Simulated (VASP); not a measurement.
# GaN (F-43m) in VASP: notebook

The runs below take GaN through density of states, vibrations by perturbation theory, elastic constants, with PBE.

Everything below comes from runs of VASP 6.6.1. Logs are shortened: lines on timing, memory, paths and dates and some standing lists are left out, and cuts for length are marked.

### Step 1. The cell of the first run

The structure is cubic, space group F-43m (No. 216). The conventional cell has a = 4.548 Å, b = 4.548 Å, c = 4.548 Å, α = 90.00°, β = 90.00°, γ = 90.00°. Ga (site symmetry -43m) has 4 N at 1.97 Å within 2.6 Å. N (site symmetry -43m) has 4 Ga at 1.97 Å within 2.6 Å.

### Step 2. Density of states, PBE

The input, POSCAR:

```
GaN
1.0
    0.0000000000      2.2742265177      2.2742265177
    2.2742265177      0.0000000000      2.2742265177
    2.2742265177      2.2742265177      0.0000000000
Ga N
1 1
Direct
    0.0000000000      0.0000000000      0.0000000000
    0.7500000000      0.7500000000      0.7500000000
```

The input, INCAR.step1:

```
SYSTEM = GaN
  ALGO = Normal
  EDIFF = 1E-6
  ENCUT = 520
  GGA = PE
  ISIF = 2
  ISMEAR = 0
  LASPH = .TRUE.
  LCHARG = .TRUE.
  LREAL = .FALSE.
  LWAVE = .FALSE.
  NBANDS = 16
  NELM = 80
  PREC = Accurate
  SIGMA = 0.02
```

The input, KPOINTS.step1:

```
k-points
0
G
  10 10 10
  0 0 0
```

The input, INCAR.step2:

```
SYSTEM = GaN
  ALGO = Normal
  EDIFF = 1E-6
  ENCUT = 520
  GGA = PE
  ICHARG = 11
  ISIF = 2
  ISMEAR = -5
  LASPH = .TRUE.
  LCHARG = .FALSE.
  LORBIT = 11
  LREAL = .FALSE.
  LWAVE = .FALSE.
  NEDOS = 1001
  NELM = 80
  PREC = Accurate
  SIGMA = 0.02
```

The input, KPOINTS.step2:

```
k-points
0
G
  15 15 15
  0 0 0
```

Potentials or basis: VASP PAW PBE potentials, release 64 (Ga_d, N).

Command:

```sh
$ cat potpaw_PBE.64/Ga_d/POTCAR potpaw_PBE.64/N/POTCAR > POTCAR
$ cp INCAR.step1 INCAR
$ cp KPOINTS.step1 KPOINTS
$ mpirun -np 1 vasp_std > vasp.out
$ cp INCAR.step2 INCAR
$ cp KPOINTS.step2 KPOINTS
$ mpirun -np 1 vasp_std > vasp.out
```

OUTCAR:

```text
SYSTEM = GaN
   EDIFF = 1E-6
   ENCUT = 520
   GGA = PE
   ICHARG = 11
   ISIF = 2
   ISMEAR = -5
   LASPH = .TRUE.
   LORBIT = 11
   LREAL = .FALSE.
   NELM = 80
   PREC = Accurate

 ion  position               nearest neighbor table
   1  0.000  0.000  0.000-   2 1.97   2 1.97   2 1.97   2 1.97
   2  0.750  0.750  0.750-   1 1.97   1 1.97   1 1.97   1 1.97

  LATTYP: Found a face centered cubic cell.
 ALAT       =     4.5484530354

  Lattice vectors:

 A1 = (   0.0000000000,   2.2742265177,   2.2742265177)
 A2 = (   2.2742265177,   0.0000000000,   2.2742265177)
 A3 = (   2.2742265177,   2.2742265177,   0.0000000000)

Analysis of symmetry for initial positions (statically):
=====================================================================
 Subroutine PRICEL returns:
 Original cell was already a primitive cell.

 Routine SETGRP: Setting up the symmetry group for a
 face centered cubic supercell.

 Subroutine GETGRP returns: Found 24 space group operations
 (whereof 24 operations were pure point group operations)
 out of a pool of 48 trial point group operations.

The static configuration has the point symmetry T_d .

Analysis of symmetry for dynamics (positions and initial velocities):
=====================================================================
 Subroutine PRICEL returns:
 Original cell was already a primitive cell.

 Routine SETGRP: Setting up the symmetry group for a
 face centered cubic supercell.

 Subroutine GETGRP returns: Found 24 space group operations
 (whereof 24 operations were pure point group operations)
 out of a pool of 48 trial point group operations.

The dynamic configuration has the point symmetry T_d .

 Subroutine INISYM returns: Found 24 space group operations
 (whereof 24 operations are pure point group operations),
 and found     1 'primitive' translations

----------------------------------------------------------------------------------------

                                     Primitive cell

  volume of cell :      23.5251

  direct lattice vectors                    reciprocal lattice vectors
     0.000000000  2.274226518  2.274226518    -0.219854969  0.219854969  0.219854969
     2.274226518  0.000000000  2.274226518     0.219854969 -0.219854969  0.219854969
     2.274226518  2.274226518  0.000000000     0.219854969  0.219854969 -0.219854969

  length of vectors
     3.216241985  3.216241985  3.216241985     0.380799976  0.380799976  0.380799976

  position of ions in fractional coordinates (direct lattice)
     0.000000000  0.000000000  0.000000000
     0.750000000  0.750000000  0.750000000

  ion indices of the primitive-cell ions
   primitive index   ion index
                 1           1
                 2           2

----------------------------------------------------------------------------------------

 KPOINTS: k-points

Automatic generation of k-mesh.
 Grid dimensions read from file:
 generate k-points for:   15   15   15

 Generating k-lattice:

  Cartesian coordinates                     Fractional coordinates (reciprocal lattice)
    -0.014656998  0.014656998  0.014656998     0.066666667  0.000000000  0.000000000
     0.014656998 -0.014656998  0.014656998     0.000000000  0.066666667  0.000000000
     0.014656998  0.014656998 -0.014656998     0.000000000  0.000000000  0.066666667

  Length of vectors
     0.025386665  0.025386665  0.025386665

  Shift w.r.t. Gamma in fractional coordinates (k-lattice)
     0.000000000  0.000000000  0.000000000

 TETIRR: Found    484 inequivalent tetrahedra from    20250

 Subroutine IBZKPT returns following result:
 ===========================================

 Found    120 irreducible k-points:

 Following reciprocal coordinates:
            Coordinates               Weight
  0.000000  0.000000  0.000000      1.000000
  0.066667  0.000000  0.000000      8.000000
  0.133333  0.000000  0.000000      8.000000
  0.200000  0.000000  0.000000      8.000000
  0.266667  0.000000  0.000000      8.000000
  0.333333  0.000000  0.000000      8.000000
[... 16 lines left out ...]
  0.133333  0.133333  0.000000      6.000000
  0.200000  0.133333  0.000000     24.000000
 [... further k-points ...]
   k-points           NKPTS =    120   k-points in BZ     NKDIM =    120   number of bands    NBANDS=     13
   number of dos      NEDOS =   1001   number of ions     NIONS =      2
   total plane-waves  NPLWV =  13824
   dimension x,y,z NGX =    24 NGY =   24 NGZ =   24
   dimension x,y,z NGXF=    48 NGYF=   48 NGZF=   48
   ions per type =               1   1
   NGX,Y,Z   is equivalent  to a cutoff of  12.41, 12.41, 12.41 a.u.
   NGXF,Y,Z  is equivalent  to a cutoff of  24.81, 24.81, 24.81 a.u.
 SYSTEM =  GaN
   PREC   = accura    normal or accurate (medium, high low for compatibility)
   ISTART =      0    job   : 0-new  1-cont  2-samecut
   ICHARG =     11    charge: 1-file 2-atom 10-const
   ISPIN  =      1    spin polarized calculation?
   LNONCOLLINEAR =      F non collinear calculations
   LSORBIT =      F    spin-orbit coupling
   LASPH  =      T    aspherical Exc in radial PAW
   ENCUT  =  520.0 eV  38.22 Ry    6.18 a.u.   5.98  5.98  5.98*2*pi/ulx,y,z
   NELM   =     80;   NELMIN=  2; NELMDL=  0     # of ELM steps
   EDIFF  = 0.1E-05   stopping-criterion for ELM
   LREAL  =      F    real-space projection
   EDIFFG = 0.1E-04   stopping-criterion for IOM
   NSW    =      0    number of steps for IOM
   IBRION =     -1    ionic relax: 0-MD 1-quasi-New 2-CG
   NFREE  =      0    steps in history (QN), initial steepest desc. (CG)
   ISIF   =      2    stress and relaxation
   ISYM   =      2    0-nonsym 1-usesym 2-fastsym
   POTIM  = 0.5000    time-step for ionic-motion
   TEBEG  =    0.0;   TEEND  =   0.0 temperature during run
   PSTRESS=    0.0 pullay stress
   NELECT =      18.0000    total number of electrons
   NUPDOWN=      -1.0000    fix difference up-down
   EMIN   =  10.00;   EMAX   =-10.00  energy-range for DOS
   EFERMI =   0.00;   METHOD = LEGACY
   ISMEAR =    -5;   SIGMA  =   0.02  broadening in eV -4-tet -1-fermi 0-gaus
   EFERMI_NEDOS =   21; number of points for ismear=-14 and -15
   IALGO  =     38    algorithm
   IMIX   =      4    mixing-type and parameters
     AMIX     =   0.40;   BMIX     =  1.00
     AMIX_MAG =   1.60;   BMIX_MAG =  1.00
  volume/ion in A,a.u.               =      11.76        79.38
  Fermi-wavevector in a.u.,A,eV,Ry     =   1.497345  2.829572 30.504844  2.242043
  Thomas-Fermi vector in A             =   2.609245
   LORBIT       =     11    0 simple, 1 ext, 2 COOP (PROOUT), +10 PAW based schemes
   GGA     = PE    functional components
   LHFCALC =     F    Hartree Fock is set to
   AEXX    =    0.0000 exact exchange contribution
   IVDW    =     0    specifies the selected vdW correction
   LEPSILON=     F    determine dielectric tensor
   LRPA    =     F    only Hartree local field effects (RPA)
 non-spin polarized calculation
 Fermi weights with tetrahedron method with Bloechl corrections
  energy-cutoff  :      520.00
  volume of cell :       23.53
 maximum number of plane-waves:       644

 number of electron      17.9999986 magnetization

 Free energy of the ion-electron system (eV)
  ---------------------------------------------------
  ext. energy  EPLUGINS =         0.00000000
  ---------------------------------------------------
  free energy    TOTEN  =       -12.15224535 eV

  energy without entropy =      -12.15224535  energy(sigma->0) =      -12.15224535

 E-fermi :   5.0093     XC(G=0): -11.5207

 val. band max:        4.9864742922   @ k =   0.0000   0.0000   0.0000
 cond. band min:       6.5325868096   @ k =   0.0000   0.0000   0.0000
 fundamental gap:      1.5461125174
 Fermi energy:         5.0093162923

 k-point     1 :       0.0000    0.0000    0.0000
  band No.  band energies     occupation
      1     -10.7174      2.00000
      2      -8.4360      2.00000
      3      -8.4360      2.00000
      4      -8.4360      2.00000
      5      -8.1404      2.00000
      6      -8.1404      2.00000
      7       4.9865      2.00000
      8       4.9865      2.00000
      9       4.9865      2.00000
     10       6.5326      0.00000
     11      15.1113      0.00000
     12      15.1113      0.00000
     13      15.1113      0.00000

 k-point     2 :       0.0667    0.0000    0.0000
  band No.  band energies     occupation
      1     -10.6704      2.00000
      2      -8.4302      2.00000
      3      -8.4302      2.00000
      4      -8.4188      2.00000
      5      -8.1410      2.00000
      6      -8.1410      2.00000
      7       4.3926      2.00000
      8       4.9394      2.00000
      9       4.9394      2.00000
     10       7.0239      0.00000
     11      14.8667      0.00000
     12      15.1864      0.00000
     13      15.1864      0.00000

 k-point     3 :       0.1333    0.0000    0.0000
  band No.  band energies     occupation
      1     -10.5393      2.00000
      2      -8.4147      2.00000
      3      -8.4147      2.00000
      4      -8.3578      2.00000
      5      -8.1419      2.00000
      6      -8.1419      2.00000
      7       3.3080      2.00000
      8       4.8106      2.00000
      9       4.8106      2.00000
     10       7.7990      0.00000
     11      14.3403      0.00000
     12      15.3657      0.00000
     13      15.3657      0.00000
[... 305 lines left out ...]
 k-point    23 :       0.1333    0.1333    0.0000
  band No.  band energies     occupation
      1     -10.4818      2.00000
      2      -8.3943      2.00000
      3      -8.3943      2.00000
      4      -8.3614      2.00000
      5      -8.1525      2.00000
      6      -8.1286      2.00000
      7       3.3523      2.00000
      8       4.4697      2.00000
      9       4.4697      2.00000
     10       8.2056      0.00000
     11      13.7870      0.00000
     12      15.6560      0.00000
     13      15.6561      0.00000

 k-point    24 :       0.2000    0.1333    0.0000
  band No.  band energies     occupation
      1     -10.3467      2.00000
      2      -8.3800      2.00000
      3      -8.3720      2.00000
      4      -8.2889      2.00000
      5      -8.1400      2.00000
      6      -8.1230      2.00000
      7       2.5994      2.00000
      8       4.2305      2.00000
      9       4.2795      2.00000
     10       8.7559      0.00000
     11      13.3276      0.00000
     12      15.7439      0.00000
     13      15.9099      0.00000

 [... further k-points ...]

------------------------ aborting loop because EDIFF is reached ----------------------------------------

  FORCE on cell =-STRESS in cart. coord.  units (eV):
  Direction    XX          YY          ZZ          XY          YZ          ZX
  --------------------------------------------------------------------------------------
  -------------------------------------------------------------------------------------
  Total       -0.1118018     -0.1118018     -0.1118018      0.0000000     -0.0000000      0.0000000
  in kB       -7.6142671     -7.6142671     -7.6142671      0.0000000     -0.0000000      0.0000000
  external PRESSURE =      -7.6142671 kB  Pullay stress =       0.0000000 kB

 VOLUME and BASIS-vectors are now :
 -----------------------------------------------------------------------------
  energy-cutoff  :      520.00
  volume of cell :       23.53
      direct lattice vectors                 reciprocal lattice vectors
     0.000000000  2.274226518  2.274226518    -0.219854969  0.219854969  0.219854969
     2.274226518  0.000000000  2.274226518     0.219854969 -0.219854969  0.219854969
     2.274226518  2.274226518  0.000000000     0.219854969  0.219854969 -0.219854969

 POSITION                                       TOTAL-FORCE (eV/Angst)
 -----------------------------------------------------------------------------------
      0.00000      0.00000      0.00000         0.000000      0.000000      0.000000
      3.41134      3.41134      3.41134        -0.000000     -0.000000     -0.000000
 -----------------------------------------------------------------------------------
    total drift:                               -0.000002     -0.000002     -0.000001

  FREE ENERGIE OF THE ION-ELECTRON SYSTEM (eV)
  ---------------------------------------------------
  free  energy   TOTEN  =       -12.1522453451 eV

  energy  without entropy=      -12.1522453451  energy(sigma->0) =      -12.15224535

 total charge

# of ion       s       p       d       tot
------------------------------------------
    1        0.786   0.867  10.161  11.814
    2        1.226   2.496   0.000   3.721
--------------------------------------------------
tot          2.012   3.362  10.161  15.535
```

It took 21 s on 1 thread of AMD EPYC 9R45 (Zen 5), shared host; peak memory 0.13 GiB.

Results:

```yaml
Valence_electrons_inside_the_program's_atomic_spheres: Ga 11.81; N 3.72
```

Levels at points of the mesh, in eV from the valence-band top:
```csv
k point,band 5,band 6,band 7,band 8,band 9,band 10,band 11,band 12,band 13
"(0.00, 0.00, 0.00)",-13.13,-13.13,0.00,0.00,0.00,1.55,10.12,10.12,10.12
```

(Part 1 of 2 ends here.)
